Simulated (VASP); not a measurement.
# C (I4_1/amd) in VASP: a series of runs

The runs below take C through single point, with PBEsol.

All numbers are computed with VASP 6.6.1; they aren't measurements. Logs are shortened: lines on timing, memory, paths and dates and some standing lists are left out, and cuts for length are marked.

## (1) The cell of the first run

The structure is tetragonal, space group I4_1/amd (No. 141). The conventional cell has a = 2.302 Å, b = 2.302 Å, c = 4.233 Å, α = 90.00°, β = 90.00°, γ = 90.00°. Within 2.1 Å of C (site symmetry -4m2) lie 4 C at 1.56 Å.

## (2) Single point, PBEsol

INCAR

```
PREC = Accurate
ENCUT = 520
EDIFF = 1E-6
ISMEAR = 0
SIGMA = 0.05
LREAL = F
LASPH = T
NELM = 80
ALGO = Normal
ISIF = 2
LWAVE = F
LCHARG = F
GGA = PS
NBANDS = 11
```

KPOINTS

```
regular mesh
0
Gamma
  12 12 12
```

POSCAR

```
C
1.0
    0.0000000000      1.6281072027      2.1165393635
    1.6281072027      0.0000000000      2.1165393635
    1.6281072027      1.6281072027      0.0000000000
C
2
Direct
    0.5000000000      0.5000000000      0.5000000000
    0.7500000000      0.7500000000      0.7500000000
```

Potentials or basis: VASP PAW PBE potentials, release 64 (C).

Run with:

```console
cat potpaw_PBE.64/C/POTCAR > POTCAR
mpirun -np 1 vasp_std > vasp.out
```

OUTCAR:

```text
PREC = Accurate
   ENCUT = 520
   EDIFF = 1E-6
   ISMEAR = 0
   LREAL = F
   LASPH = T
   NELM = 80
   ISIF = 2
   GGA = PS

 ion  position               nearest neighbor table
   1  0.500  0.500  0.500-   2 1.56   2 1.56   2 1.56   2 1.56
   2  0.750  0.750  0.750-   1 1.56   1 1.56   1 1.56   1 1.56

  LATTYP: Found a body centered tetragonal cell.
 ALAT       =     2.3024912871
 C/A-ratio  =     1.8384776311

  Lattice vectors:

 A1 = (  -1.6281072027,   0.0000000000,   2.1165393635)
 A2 = (   1.6281072027,   0.0000000000,   2.1165393635)
 A3 = (   0.0000000000,   1.6281072027,  -2.1165393635)

Analysis of symmetry for initial positions (statically):
=====================================================================
 Subroutine PRICEL returns:
 Original cell was already a primitive cell.

 Routine SETGRP: Setting up the symmetry group for a
 body centered tetragonal supercell.

 Subroutine GETGRP returns: Found 16 space group operations
 (whereof  8 operations were pure point group operations)
 out of a pool of 16 trial point group operations.

The static configuration has the point symmetry D_2d.
 The point group associated with its full space group is D_4h.

Analysis of symmetry for dynamics (positions and initial velocities):
=====================================================================
 Subroutine PRICEL returns:
 Original cell was already a primitive cell.

 Routine SETGRP: Setting up the symmetry group for a
 body centered tetragonal supercell.

 Subroutine GETGRP returns: Found 16 space group operations
 (whereof  8 operations were pure point group operations)
 out of a pool of 16 trial point group operations.

The dynamic configuration has the point symmetry D_2d.
 The point group associated with its full space group is D_4h.

 Subroutine INISYM returns: Found 16 space group operations
 (whereof  8 operations are pure point group operations),
 and found     1 'primitive' translations

----------------------------------------------------------------------------------------

                                     Primitive cell

  volume of cell :      11.2208

  direct lattice vectors                    reciprocal lattice vectors
     0.000000000  1.628107203  2.116539363    -0.307105084  0.307105084  0.236234680
     1.628107203  0.000000000  2.116539363     0.307105084 -0.307105084  0.236234680
     1.628107203  1.628107203  0.000000000     0.307105084  0.307105084 -0.236234680

  length of vectors
     2.670294355  2.670294355  2.302491287     0.494402559  0.494402559  0.494402559

  position of ions in fractional coordinates (direct lattice)
     0.500000000  0.500000000  0.500000000
     0.750000000  0.750000000  0.750000000

  ion indices of the primitive-cell ions
   primitive index   ion index
                 1           1
                 2           2

----------------------------------------------------------------------------------------

 KPOINTS: regular mesh

Automatic generation of k-mesh.
 Grid dimensions read from file:
 generate k-points for:   12   12   12

 Generating k-lattice:

  Cartesian coordinates                     Fractional coordinates (reciprocal lattice)
    -0.025592090  0.025592090  0.019686223     0.083333333  0.000000000  0.000000000
     0.025592090 -0.025592090  0.019686223     0.000000000  0.083333333  0.000000000
     0.025592090  0.025592090 -0.019686223     0.000000000  0.000000000  0.083333333

  Length of vectors
     0.041200213  0.041200213  0.041200213

  Shift w.r.t. Gamma in fractional coordinates (k-lattice)
     0.000000000  0.000000000  0.000000000

 Subroutine IBZKPT returns following result:
 ===========================================

 Found    163 irreducible k-points:

 Following reciprocal coordinates:
            Coordinates               Weight
  0.000000  0.000000  0.000000      1.000000
  0.083333  0.000000  0.000000      8.000000
  0.166667  0.000000  0.000000      8.000000
  0.250000  0.000000  0.000000      8.000000
  0.333333  0.000000  0.000000      8.000000
  0.416667  0.000000  0.000000      8.000000
[... 16 lines left out ...]
  0.500000  0.166667  0.000000      8.000000
 -0.416667  0.166667  0.000000      8.000000
 [... further k-points ...]
   k-points           NKPTS =    163   k-points in BZ     NKDIM =    163   number of bands    NBANDS=     11
   number of dos      NEDOS =    301   number of ions     NIONS =      2
   total plane-waves  NPLWV =   7200
   dimension x,y,z NGX =    20 NGY =   20 NGZ =   18
   dimension x,y,z NGXF=    40 NGYF=   40 NGZF=   36
   ions per type =               2
   NGX,Y,Z   is equivalent  to a cutoff of  12.45, 12.45, 13.00 a.u.
   NGXF,Y,Z  is equivalent  to a cutoff of  24.90, 24.90, 25.99 a.u.
 SYSTEM =  unknown system
   PREC   = accura    normal or accurate (medium, high low for compatibility)
   ISTART =      0    job   : 0-new  1-cont  2-samecut
   ICHARG =      2    charge: 1-file 2-atom 10-const
   ISPIN  =      1    spin polarized calculation?
   LNONCOLLINEAR =      F non collinear calculations
   LSORBIT =      F    spin-orbit coupling
   LASPH  =      T    aspherical Exc in radial PAW
   ENCUT  =  520.0 eV  38.22 Ry    6.18 a.u.   4.96  4.96  4.28*2*pi/ulx,y,z
   NELM   =     80;   NELMIN=  2; NELMDL= -5     # of ELM steps
   EDIFF  = 0.1E-05   stopping-criterion for ELM
   LREAL  =      F    real-space projection
   EDIFFG = 0.1E-04   stopping-criterion for IOM
   NSW    =      0    number of steps for IOM
   IBRION =     -1    ionic relax: 0-MD 1-quasi-New 2-CG
   NFREE  =      0    steps in history (QN), initial steepest desc. (CG)
   ISIF   =      2    stress and relaxation
   ISYM   =      2    0-nonsym 1-usesym 2-fastsym
   POTIM  = 0.5000    time-step for ionic-motion
   TEBEG  =    0.0;   TEEND  =   0.0 temperature during run
   PSTRESS=    0.0 pullay stress
   NELECT =       8.0000    total number of electrons
   NUPDOWN=      -1.0000    fix difference up-down
   EMIN   =  10.00;   EMAX   =-10.00  energy-range for DOS
   EFERMI =   0.00;   METHOD = LEGACY
   ISMEAR =     0;   SIGMA  =   0.05  broadening in eV -4-tet -1-fermi 0-gaus
   EFERMI_NEDOS =   21; number of points for ismear=-14 and -15
   IALGO  =     38    algorithm
   IMIX   =      4    mixing-type and parameters
     AMIX     =   0.40;   BMIX     =  1.00
     AMIX_MAG =   1.60;   BMIX_MAG =  1.00
  volume/ion in A,a.u.               =       5.61        37.86
  Fermi-wavevector in a.u.,A,eV,Ry     =   1.462505  2.763734 29.101788  2.138921
  Thomas-Fermi vector in A             =   2.578710
   LORBIT       =      0    0 simple, 1 ext, 2 COOP (PROOUT), +10 PAW based schemes
   GGA     = PS    functional components
   LHFCALC =     F    Hartree Fock is set to
   AEXX    =    0.0000 exact exchange contribution
   IVDW    =     0    specifies the selected vdW correction
   LEPSILON=     F    determine dielectric tensor
   LRPA    =     F    only Hartree local field effects (RPA)
 non-spin polarized calculation
 Gauss-broadening in eV      SIGMA  =   0.05
  energy-cutoff  :      520.00
  volume of cell :       11.22
 maximum number of plane-waves:       320
   NGX =  9   NGY =  9   NGZ =  9

 number of electron       8.0000000 magnetization

 Free energy of the ion-electron system (eV)
  ---------------------------------------------------
  ext. energy  EPLUGINS =         0.00000000
  ---------------------------------------------------
  free energy    TOTEN  =       -17.51081487 eV

  energy without entropy =      -17.51081487  energy(sigma->0) =      -17.51081487

 E-fermi :  12.0573     XC(G=0): -13.5598

 val. band max:       11.7361384277   @ k =   0.0000   0.0000   0.0000
 cond. band min:      12.4723165109   @ k =   0.4167   0.0000   0.4167
 fundamental gap:      0.7361780832
 Fermi energy:        12.0572769846

 k-point     1 :       0.0000    0.0000    0.0000
  band No.  band energies     occupation
      1     -11.7011      2.00000
      2       6.5950      2.00000
      3      11.7361      2.00000
      4      11.7361      2.00000
      5      15.1419      0.00000
      6      15.1419      0.00000
      7      18.2595      0.00000
      8      20.5550      0.00000
      9      29.5874      0.00000
     10      29.8189      0.00000
     11      31.0809      0.00000

 k-point     2 :       0.0833    0.0000    0.0000
  band No.  band energies     occupation
      1     -11.4993      2.00000
      2       6.2577      2.00000
      3      10.5235      2.00000
      4      11.4828      2.00000
      5      15.1073      0.00000
      6      15.5953      0.00000
      7      19.0708      0.00000
      8      20.7764      0.00000
      9      28.9286      0.00000
     10      30.1599      0.00000
     11      32.9065      0.00000

 k-point     3 :       0.1667    0.0000    0.0000
  band No.  band energies     occupation
      1     -10.8962      2.00000
      2       5.2346      2.00000
      3       8.2506      2.00000
      4      11.0004      2.00000
      5      14.7620      0.00000
      6      16.6212      0.00000
      7      20.5187      0.00000
      8      21.5473      0.00000
      9      28.7615      0.00000
     10      31.0958      0.00000
     11      36.1613      0.00000
[... 267 lines left out ...]
 k-point    23 :       0.5000    0.1667    0.0000
  band No.  band energies     occupation
      1      -6.4804      2.00000
      2      -1.3713      2.00000
      3       2.2449      2.00000
      4       8.9398      2.00000
      5      16.7360      0.00000
      6      21.1408      0.00000
      7      22.0316      0.00000
      8      25.6378      0.00000
      9      30.3311      0.00000
     10      31.4326      0.00000
     11      37.5690      0.00000

 k-point    24 :      -0.4167    0.1667    0.0000
  band No.  band energies     occupation
      1      -5.0653      2.00000
      2      -2.9215      2.00000
      3       1.9320      2.00000
      4       9.4248      2.00000
      5      16.4515      0.00000
      6      20.6297      0.00000
      7      22.3241      0.00000
      8      24.6276      0.00000
      9      31.5160      0.00000
     10      32.5591      0.00000
     11      35.5052      0.00000

 [... further k-points ...]

------------------------ aborting loop because EDIFF is reached ----------------------------------------

  FORCE on cell =-STRESS in cart. coord.  units (eV):
  Direction    XX          YY          ZZ          XY          YZ          ZX
  --------------------------------------------------------------------------------------
  -------------------------------------------------------------------------------------
  Total        7.2912090      7.2912090    -13.7718166      0.0000000     -0.0000000      0.0000000
  in kB     1041.0888343   1041.0888343  -1966.4344410      0.0000000     -0.0000000      0.0000000
  external PRESSURE =      38.5810759 kB  Pullay stress =       0.0000000 kB

 VOLUME and BASIS-vectors are now :
 -----------------------------------------------------------------------------
  energy-cutoff  :      520.00
  volume of cell :       11.22
      direct lattice vectors                 reciprocal lattice vectors
     0.000000000  1.628107203  2.116539363    -0.307105084  0.307105084  0.236234680
     1.628107203  0.000000000  2.116539363     0.307105084 -0.307105084  0.236234680
     1.628107203  1.628107203  0.000000000     0.307105084  0.307105084 -0.236234680

 POSITION                                       TOTAL-FORCE (eV/Angst)
 -----------------------------------------------------------------------------------
      1.62811      1.62811      2.11654        -0.000000     -0.000000     -0.000000
      2.44216      2.44216      3.17481         0.000000      0.000000      0.000000
 -----------------------------------------------------------------------------------
    total drift:                                0.000000     -0.000000      0.000000

  FREE ENERGIE OF THE ION-ELECTRON SYSTEM (eV)
  ---------------------------------------------------
  free  energy   TOTEN  =       -17.5108148688 eV

  energy  without entropy=      -17.5108148688  energy(sigma->0) =      -17.51081487
```

It took 8.7 s on 1 thread of Intel Xeon Platinum 8375C at 2.90GHz (Ice Lake), shared host; peak memory 0.12 GiB.

Results:

```yaml
Free_energy: -17.5108 eV
Pressure: 3.9 GPa
Band_gap_on_the_k_mesh: 0.74 eV, indirect (least direct gap 2.74 eV)
```

Levels at points of the mesh, in eV from the valence-band top:
| k point | band 1 | band 2 | band 3 | band 4 | band 5 | band 6 | band 7 | band 8 |
| --- | --- | --- | --- | --- | --- | --- | --- | --- |
| (0.00, 0.00, 0.00) | -23.44 | -5.14 | 0.00 | 0.00 | 3.41 | 3.41 | 6.52 | 8.82 |
| (0.50, 0.00, 0.00) | -17.26 | -15.17 | -7.06 | -1.64 | 1.48 | 7.68 | 11.46 | 13.59 |
| (0.50, 0.50, 0.00) | -17.05 | -17.05 | -5.10 | -5.10 | 7.23 | 7.23 | 13.56 | 13.56 |
| (0.50, 0.00, 0.50) | -13.01 | -13.01 | -8.89 | -8.89 | 1.29 | 1.29 | 12.46 | 12.46 |

Caveat: the PAW data sets were made with another functional, which shifts forces and pressure a little.

[end of part 1 of 2]
